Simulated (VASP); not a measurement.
# K4As (P4/mmm) in VASP: notebook

The runs below take K4As through single point, with PBE.

All numbers are computed with VASP 6.6.1; they aren't measurements. Logs are shortened: lines on timing, memory, paths and dates and some standing lists are left out, and cuts for length are marked.

**1. The cell of the first run**

The structure is tetragonal, space group P4/mmm (No. 123). Conventional cell: a = 5.722 Å, b = 5.722 Å, c = 8.380 Å, α = 90.00°, β = 90.00°, γ = 90.00°. K (site symmetry 2mm) has 2 As at 3.39 Å and 5 K at 3.65 to 4.05 Å within 4.5 Å. As (site symmetry 4/mmm) has 8 K at 3.39 Å within 4.5 Å.

**2. Single point, PBE**

The input, INCAR:

```
SYSTEM = K4As
ALGO     = Normal         ! electronic algorithm
EDIFF    = 1E-6           ! SCF threshold, eV
ENCUT    = 520            ! plane-wave cutoff, eV
GGA      = PE             ! functional
ISIF     = 2              ! what is computed and relaxed
ISMEAR   = 0              ! smearing method
LASPH    = .True.         ! aspherical terms in the spheres
LCHARG   = .False.        ! write CHGCAR
LREAL    = .False.        ! projectors in reciprocal space
LWAVE    = .False.        ! write WAVECAR
NBANDS   = 28             ! bands
NELM     = 100            ! most SCF steps
PREC     = Accurate       ! precision mode
SIGMA    = 0.1            ! smearing width, eV
```

The input, KPOINTS:

```
k-points
0
Gamma
  8 8 6
  0 0 0
```

The input, POSCAR:

```
K4As
1.0
    5.7215459064      0.0000000000      0.0000000000
    0.0000000000      5.7215459064      0.0000000000
    0.0000000000      0.0000000000      8.3796244215
K As
4 1
Direct
    0.5000000000      0.0000000000      0.2180079831
    0.0000000000      0.5000000000      0.7819920169
    0.5000000000      0.0000000000      0.7819920169
    0.0000000000      0.5000000000      0.2180079831
    0.0000000000      0.0000000000      0.0000000000
```

Potentials or basis: VASP PAW PBE potentials, release 64 (K_sv, As).

On the command line:

```bash
> cat potpaw_PBE.64/K_sv/POTCAR potpaw_PBE.64/As/POTCAR > POTCAR
> mpirun -np 1 vasp_std > vasp.out
```

OUTCAR:

```text
SYSTEM = K4As
   EDIFF = 1E-6
   ENCUT = 520
   GGA = PE
   ISIF = 2
   ISMEAR = 0
   LASPH = .True.
   LREAL = .False.
   NELM = 100
   PREC = Accurate

 ion  position               nearest neighbor table
   1  0.500  0.000  0.218-   3 3.65
   2  0.000  0.500  0.782-   4 3.65
   3  0.500  0.000  0.782-   1 3.65
   4  0.000  0.500  0.218-   2 3.65
   5  0.000  0.000  0.000-

  LATTYP: Found a simple tetragonal cell.
 ALAT       =     5.7215459064
 C/A-ratio  =     1.4645734839

  Lattice vectors:

 A1 = (   5.7215459064,   0.0000000000,   0.0000000000)
 A2 = (   0.0000000000,   5.7215459064,   0.0000000000)
 A3 = (   0.0000000000,   0.0000000000,   8.3796244215)

Analysis of symmetry for initial positions (statically):
=====================================================================
 Subroutine PRICEL returns:
 Original cell was already a primitive cell.

 Routine SETGRP: Setting up the symmetry group for a
 simple tetragonal supercell.

 Subroutine GETGRP returns: Found 16 space group operations
 (whereof 16 operations were pure point group operations)
 out of a pool of 16 trial point group operations.

The static configuration has the point symmetry D_4h.

Analysis of symmetry for dynamics (positions and initial velocities):
=====================================================================
 Subroutine PRICEL returns:
 Original cell was already a primitive cell.

 Routine SETGRP: Setting up the symmetry group for a
 simple tetragonal supercell.

 Subroutine GETGRP returns: Found 16 space group operations
 (whereof 16 operations were pure point group operations)
 out of a pool of 16 trial point group operations.

The dynamic configuration has the point symmetry D_4h.

 Subroutine INISYM returns: Found 16 space group operations
 (whereof 16 operations are pure point group operations),
 and found     1 'primitive' translations

----------------------------------------------------------------------------------------

                                     Primitive cell

  volume of cell :     274.3161

  direct lattice vectors                    reciprocal lattice vectors
     5.721545906  0.000000000  0.000000000     0.174777939  0.000000000  0.000000000
     0.000000000  5.721545906  0.000000000     0.000000000  0.174777939  0.000000000
     0.000000000  0.000000000  8.379624422     0.000000000  0.000000000  0.119337091

  length of vectors
     5.721545906  5.721545906  8.379624422     0.174777939  0.174777939  0.119337091

  position of ions in fractional coordinates (direct lattice)
     0.500000000  0.000000000  0.218007983
     0.000000000  0.500000000  0.781992017
     0.500000000  0.000000000  0.781992017
     0.000000000  0.500000000  0.218007983
     0.000000000  0.000000000  0.000000000

  ion indices of the primitive-cell ions
   primitive index   ion index
                 1           1
                 2           2
                 3           3
                 4           4
                 5           5

----------------------------------------------------------------------------------------

 KPOINTS: k-points

Automatic generation of k-mesh.
 Grid dimensions read from file:
 generate k-points for:    8    8    6

 Generating k-lattice:

  Cartesian coordinates                     Fractional coordinates (reciprocal lattice)
     0.021847242  0.000000000  0.000000000     0.125000000  0.000000000  0.000000000
     0.000000000  0.021847242  0.000000000     0.000000000  0.125000000  0.000000000
     0.000000000  0.000000000  0.019889515     0.000000000  0.000000000  0.166666667

  Length of vectors
     0.021847242  0.021847242  0.019889515

  Shift w.r.t. Gamma in fractional coordinates (k-lattice)
     0.000000000  0.000000000  0.000000000

 Subroutine IBZKPT returns following result:
 ===========================================

 Found     60 irreducible k-points:

 Following reciprocal coordinates:
            Coordinates               Weight
  0.000000  0.000000  0.000000      1.000000
  0.125000  0.000000  0.000000      4.000000
  0.250000  0.000000  0.000000      4.000000
  0.375000  0.000000  0.000000      4.000000
  0.500000  0.000000  0.000000      2.000000
  0.125000  0.125000  0.000000      4.000000
[... 16 lines left out ...]
  0.375000  0.125000  0.166667     16.000000
  0.500000  0.125000  0.166667      8.000000
 [... further k-points ...]
   k-points           NKPTS =     60   k-points in BZ     NKDIM =     60   number of bands    NBANDS=     28
   number of dos      NEDOS =    301   number of ions     NIONS =      5
   total plane-waves  NPLWV = 147456
   dimension x,y,z NGX =    48 NGY =   48 NGZ =   64
   dimension x,y,z NGXF=    96 NGYF=   96 NGZF=  128
   ions per type =               4   1
   NGX,Y,Z   is equivalent  to a cutoff of  13.95, 13.95, 12.70 a.u.
   NGXF,Y,Z  is equivalent  to a cutoff of  27.89, 27.89, 25.39 a.u.
 SYSTEM =  K4As
   PREC   = accura    normal or accurate (medium, high low for compatibility)
   ISTART =      0    job   : 0-new  1-cont  2-samecut
   ICHARG =      2    charge: 1-file 2-atom 10-const
   ISPIN  =      1    spin polarized calculation?
   LNONCOLLINEAR =      F non collinear calculations
   LSORBIT =      F    spin-orbit coupling
   LASPH  =      T    aspherical Exc in radial PAW
   ENCUT  =  520.0 eV  38.22 Ry    6.18 a.u.  10.64 10.64 15.58*2*pi/ulx,y,z
   NELM   =    100;   NELMIN=  2; NELMDL= -5     # of ELM steps
   EDIFF  = 0.1E-05   stopping-criterion for ELM
   LREAL  =      F    real-space projection
   EDIFFG = 0.1E-04   stopping-criterion for IOM
   NSW    =      0    number of steps for IOM
   IBRION =     -1    ionic relax: 0-MD 1-quasi-New 2-CG
   NFREE  =      0    steps in history (QN), initial steepest desc. (CG)
   ISIF   =      2    stress and relaxation
   ISYM   =      2    0-nonsym 1-usesym 2-fastsym
   POTIM  = 0.5000    time-step for ionic-motion
   TEBEG  =    0.0;   TEEND  =   0.0 temperature during run
   PSTRESS=    0.0 pullay stress
   NELECT =      41.0000    total number of electrons
   NUPDOWN=      -1.0000    fix difference up-down
   EMIN   =  10.00;   EMAX   =-10.00  energy-range for DOS
   EFERMI =   0.00;   METHOD = LEGACY
   ISMEAR =     0;   SIGMA  =   0.10  broadening in eV -4-tet -1-fermi 0-gaus
   EFERMI_NEDOS =   21; number of points for ismear=-14 and -15
   IALGO  =     38    algorithm
   IMIX   =      4    mixing-type and parameters
     AMIX     =   0.40;   BMIX     =  1.00
     AMIX_MAG =   1.60;   BMIX_MAG =  1.00
  volume/ion in A,a.u.               =      54.86       370.24
  Fermi-wavevector in a.u.,A,eV,Ry     =   0.868798  1.641791 10.269822  0.754811
  Thomas-Fermi vector in A             =   1.987529
   LORBIT       =      0    0 simple, 1 ext, 2 COOP (PROOUT), +10 PAW based schemes
   GGA     = PE    functional components
   LHFCALC =     F    Hartree Fock is set to
   AEXX    =    0.0000 exact exchange contribution
   IVDW    =     0    specifies the selected vdW correction
   LEPSILON=     F    determine dielectric tensor
   LRPA    =     F    only Hartree local field effects (RPA)
 non-spin polarized calculation
 Gauss-broadening in eV      SIGMA  =   0.10
  energy-cutoff  :      520.00
  volume of cell :      274.32
 maximum number of plane-waves:      7414
 NGX is ok and might be reduce to    48
   NGX = 21   NGY = 21   NGZ = 31

 number of electron      40.9999999 magnetization

 Free energy of the ion-electron system (eV)
  ---------------------------------------------------
  ext. energy  EPLUGINS =         0.00000000
  ---------------------------------------------------
  free energy    TOTEN  =        -9.91159952 eV

  energy without entropy =       -9.89420662  energy(sigma->0) =       -9.90290307

 E-fermi :   0.1820     XC(G=0):  -6.1358

 val. band max:        0.1774776683   @ k =   0.3750   0.1250   0.5000
 cond. band min:       0.1887062126   @ k =   0.3750   0.1250   0.3333
 fundamental gap:      0.0112285443
 Fermi energy:         0.1819866293

 k-point     1 :       0.0000    0.0000    0.0000
  band No.  band energies     occupation
      1     -31.3644      2.00000
      2     -31.3486      2.00000
      3     -31.3453      2.00000
      4     -31.3302      2.00000
      5     -14.9884      2.00000
      6     -14.9632      2.00000
[... 20 lines left out ...]
     27       3.1822      0.00000
     28       3.5388      0.00000

 k-point     2 :       0.1250    0.0000    0.0000
  band No.  band energies     occupation
      1     -31.3637      2.00000
      2     -31.3479      2.00000
      3     -31.3460      2.00000
      4     -31.3309      2.00000
      5     -14.9861      2.00000
      6     -14.9608      2.00000
[... 20 lines left out ...]
     27       3.4977      0.00000
     28       3.6517      0.00000

 k-point     3 :       0.2500    0.0000    0.0000
  band No.  band energies     occupation
      1     -31.3616      2.00000
      2     -31.3480      2.00000
      3     -31.3459      2.00000
      4     -31.3329      2.00000
      5     -14.9799      2.00000
      6     -14.9548      2.00000
[... 20 lines left out ...]
     27       3.4423      0.00000
     28       3.7411      0.00000

 k-point     4 :       0.3750    0.0000    0.0000
  band No.  band energies     occupation
      1     -31.3585      2.00000
      2     -31.3511      2.00000
      3     -31.3429      2.00000
      4     -31.3358      2.00000
      5     -14.9708      2.00000
      6     -14.9516      2.00000
[... 20 lines left out ...]
     27       3.5201      0.00000
     28       3.9715      0.00000

 k-point     5 :       0.5000    0.0000    0.0000
  band No.  band energies     occupation
      1     -31.3548      2.00000
      2     -31.3548      2.00000
      3     -31.3394      2.00000
      4     -31.3393      2.00000
      5     -14.9621      2.00000
      6     -14.9586      2.00000
[... 20 lines left out ...]
     27       3.8159      0.00000
     28       3.8525      0.00000

 k-point     6 :       0.1250    0.1250    0.0000
  band No.  band energies     occupation
      1     -31.3630      2.00000
      2     -31.3473      2.00000
      3     -31.3466      2.00000
      4     -31.3315      2.00000
      5     -14.9841      2.00000
      6     -14.9704      2.00000
[... 463 lines left out ...]
      5     -14.9798      2.00000
      6     -14.9699      2.00000
[... 20 lines left out ...]
     27       3.5388      0.00000
     28       3.8547      0.00000

 k-point    22 :       0.2500    0.1250    0.1667
  band No.  band energies     occupation
      1     -31.3609      2.00000
      2     -31.3484      2.00000
      3     -31.3456      2.00000
      4     -31.3335      2.00000
      5     -14.9747      2.00000
      6     -14.9735      2.00000
[... 20 lines left out ...]
     27       3.5912      0.00000
     28       3.9630      0.00000

 k-point    23 :       0.3750    0.1250    0.1667
  band No.  band energies     occupation
      1     -31.3580      2.00000
      2     -31.3512      2.00000
      3     -31.3428      2.00000
      4     -31.3362      2.00000
      5     -14.9741      2.00000
      6     -14.9656      2.00000
[... 20 lines left out ...]
     27       3.4955      0.00000
     28       3.6778      0.00000

 k-point    24 :       0.5000    0.1250    0.1667
  band No.  band energies     occupation
      1     -31.3546      2.00000
      2     -31.3546      2.00000
      3     -31.3395      2.00000
      4     -31.3395      2.00000
      5     -14.9734      2.00000
      6     -14.9576      2.00000
[... 20 lines left out ...]
     27       3.3191      0.00000
     28       3.5719      0.00000

 [... further k-points ...]
[... 5 lines left out ...]
  --------------------------------------------------------------------------------------
  -------------------------------------------------------------------------------------
  Total        0.0028725      0.0028725      0.0297636      0.0000000      0.0000000      0.0000000
  in kB        0.0167771      0.0167771      0.1738381      0.0000000      0.0000000      0.0000000
  external PRESSURE =       0.0691308 kB  Pullay stress =       0.0000000 kB

 VOLUME and BASIS-vectors are now :
 -----------------------------------------------------------------------------
  energy-cutoff  :      520.00
  volume of cell :      274.32
      direct lattice vectors                 reciprocal lattice vectors
     5.721545906  0.000000000  0.000000000     0.174777939  0.000000000  0.000000000
     0.000000000  5.721545906  0.000000000     0.000000000  0.174777939  0.000000000
     0.000000000  0.000000000  8.379624422     0.000000000  0.000000000  0.119337091

 POSITION                                       TOTAL-FORCE (eV/Angst)
 -----------------------------------------------------------------------------------
      2.86077      0.00000      1.82683         0.000000     -0.000000      0.009333
      0.00000      2.86077      6.55280        -0.000000      0.000000     -0.009333
      2.86077      0.00000      6.55280         0.000000      0.000000     -0.009333
      0.00000      2.86077      1.82683         0.000000      0.000000      0.009333
      0.00000      0.00000      0.00000         0.000000      0.000000     -0.000000
 -----------------------------------------------------------------------------------
    total drift:                                0.000000      0.000000      0.000000

  FREE ENERGIE OF THE ION-ELECTRON SYSTEM (eV)
  ---------------------------------------------------
  free  energy   TOTEN  =        -9.9115995162 eV

  energy  without entropy=       -9.8942066210  energy(sigma->0) =       -9.90290307
```

Wall time 7.2 min (1 thread of Intel Xeon Platinum 8259CL at 2.50GHz (Skylake/Cascade Lake), shared host); peak memory 0.63 GiB.

What came out:

| Quantity | Value |
| --- | --- |
| Free energy | -9.9116 eV |
| Pressure | 0.0 GPa |
| Largest force | 0.009 eV/Å |

Forces on the atoms (eV/Å):
```
K    0.000  0.000  0.009
K    0.000  0.000 -0.009
K    0.000  0.000 -0.009
K    0.000  0.000  0.009
As   0.000  0.000  0.000
```

**3. Single point, PBE**

The input, INCAR:

```
SYSTEM = K4As
  PREC = Accurate
  ENCUT = 520
  EDIFF = 1E-7
  ISMEAR = 0
  SIGMA = 0.1
  LREAL = .False.
  LASPH = .True.
  NELM = 100
  ALGO = Normal
  ISIF = 2
  LWAVE = .False.
  LCHARG = .False.
  GGA = PE
  NBANDS = 28
```

The input, KPOINTS:

```
Automatic mesh
0
Gamma
  8 8 6
  0 0 0
```

POSCAR is that of step 2.

Potentials or basis: VASP PAW PBE potentials, release 64 (K_sv, As).

On the command line:

```bash
> cat potpaw_PBE.64/K_sv/POTCAR potpaw_PBE.64/As/POTCAR > POTCAR
> mpirun -np 1 vasp_std > vasp.out
```

It took 10 min on 1 thread of Intel Xeon Platinum 8259CL at 2.50GHz (Skylake/Cascade Lake), shared host; peak memory 0.64 GiB.

Results (log left out):

```
Free energy   : -9.9116 eV
Pressure      : 0.0 GPa
Largest force : 0.010 eV/Å
```

Forces on the atoms (eV/Å):
```
K    0.000  0.000  0.010
K    0.000  0.000 -0.010
K    0.000  0.000 -0.010
K    0.000  0.000  0.010
As   0.000  0.000  0.000
```

Levels at points of the mesh, in eV from the Fermi level:
```csv
k point,band 19,band 20,band 21,band 22,band 23,band 24
"(0.00, 0.00, 0.00)",-1.24,-0.61,-0.61,1.01,1.46,2.86
"(0.50, 0.00, 0.00)",-0.83,-0.56,0.17,0.24,1.61,2.08
"(0.50, 0.50, 0.00)",-1.19,-0.47,0.59,1.21,1.39,1.56
"(0.00, 0.00, 0.50)",-0.61,-0.61,-0.12,-0.10,2.25,2.58
"(0.50, 0.00, 0.50)",-1.03,-0.56,-0.11,0.89,1.52,2.15
"(0.50, 0.50, 0.50)",-1.12,-0.56,0.79,0.98,1.16,1.16
```
